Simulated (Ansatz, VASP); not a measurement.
# Al2O3 in VASP and in Ansatz

File POSCAR:

```
Al2O3
1.0
    2.3079805706      1.3325132037      4.3952333052
   -2.3079805706      1.3325132037      4.3952333052
    0.0000000000     -2.6650264074      4.3952333052
Al O
4 6
Direct
    0.8502195985      0.8502195985      0.8502195985
    0.3502195985      0.3502195985      0.3502195985
    0.1497804015      0.1497804015      0.1497804015
    0.6497804015      0.6497804015      0.6497804015
    0.4416689846      0.0583310154      0.7500000000
    0.0583310154      0.7500000000      0.4416689846
    0.5583310154      0.9416689846      0.2500000000
    0.2500000000      0.5583310154      0.9416689846
    0.9416689846      0.2500000000      0.5583310154
    0.7500000000      0.4416689846      0.0583310154
```

File INCAR.step1:

```
SYSTEM = Al2O3
PREC = Accurate ; ENCUT = 520
ISMEAR = 0 ; SIGMA = 0.01
LREAL = .FALSE. ; LASPH = .TRUE.
NELM = 60 ; NBANDS = 35
GGA = PE ; ALGO = Normal
EDIFF = 1E-4 ; LWAVE = .TRUE.
LCHARG = .FALSE.
```

File INCAR.step2:

```
SYSTEM = Al2O3
PREC = Accurate ; ENCUT = 520
EDIFF = 1E-7 ; ISMEAR = 0
SIGMA = 0.01 ; LREAL = .FALSE.
LASPH = .TRUE. ; NELM = 60
ALGO = Normal ; ISIF = 2
LWAVE = .FALSE. ; LCHARG = .FALSE.
METAGGA = R2SCAN ; LMIXTAU = .TRUE.
NBANDS = 35 ; ISTART = 1
```

Contents of KPOINTS:

```
regular mesh
0
G
  6 6 6
  0 0 0
```

Input for Ansatz:

```yaml
crystal:
  lattice:
    - [2.3079805706, 1.3325132037, 4.3952333052]
    - [-2.3079805706, 1.3325132037, 4.3952333052]
    - [0.0, -2.6650264074, 4.3952333052]
  atoms:
    - { symbol: Al, position: [0.8502195985, 0.8502195985, 0.8502195985] }
    - { symbol: Al, position: [0.3502195985, 0.3502195985, 0.3502195985] }
    - { symbol: Al, position: [0.1497804015, 0.1497804015, 0.1497804015] }
    - { symbol: Al, position: [0.6497804015, 0.6497804015, 0.6497804015] }
    - { symbol: O, position: [0.4416689846, 0.0583310154, 0.75] }
    - { symbol: O, position: [0.0583310154, 0.75, 0.4416689846] }
    - { symbol: O, position: [0.5583310154, 0.9416689846, 0.25] }
    - { symbol: O, position: [0.25, 0.5583310154, 0.9416689846] }
    - { symbol: O, position: [0.9416689846, 0.25, 0.5583310154] }
    - { symbol: O, position: [0.75, 0.4416689846, 0.0583310154] }
kpoints:
  mp_grid: { grid: [6, 6, 6] }
  band_path:
    path:
      - [0.0, 0.0, 0.0]
      - [0.5, 0.5, 0.5]
      - [0.7662811645, 0.2337188355, 0.5]
      - [0.5, -0.2337188355, 0.2337188355]
      - [0.5, 0.0, 0.0]
      - [0.3668594178, -0.3668594178, 0.0]
      - [0.6331405822, 0.0, 0.3668594178]
      - [0.5, 0.0, 0.5]
    npoints: 1
hamiltonian:
  xc: r2scan
scf:
  occupations: { method: fixed }
  n_extra_bands: 6
output:
  forces: true
  stress: true
  eigenvalues: true
```

Change from the starting cell: epitaxial_xy strain -3.0%.

Alike in both runs: task single point; functional r2SCAN; k mesh 6 × 6 × 6; no spin polarisation.

|  | VASP | Ansatz |
| --- | --- | --- |
| version | VASP 6.6.1 | Ansatz 0.2.0 |
| potentials or method | VASP PAW PBE potentials, release 64 (Al, O) | plane waves, PAW |
| plane-wave cutoff (eV) | 520 | 500 |
| occupations | gaussian, width 0.01 eV | fixed |
| valence electrons in the cell | 48 | 48 |

|  | VASP | Ansatz | Ansatz less VASP |
| --- | --- | --- | --- |
| gap on the k mesh at the Fermi level (eV) | 7.72 | 7.70 | -0.022 |
| pressure (GPa) | 13.0 | 13.5 | +0.46 |
| traceless stress, the component that is largest in VASP (GPa) | -13.56 | -13.46 | +0.100 |
| rms of the force components (eV/Å) | 0.011 | 0.000 | -0.0109 |

VASP's potentials were made for PBE, not for r2SCAN. Atom by atom the forces differ by 0.011 eV/Å (rms over components).
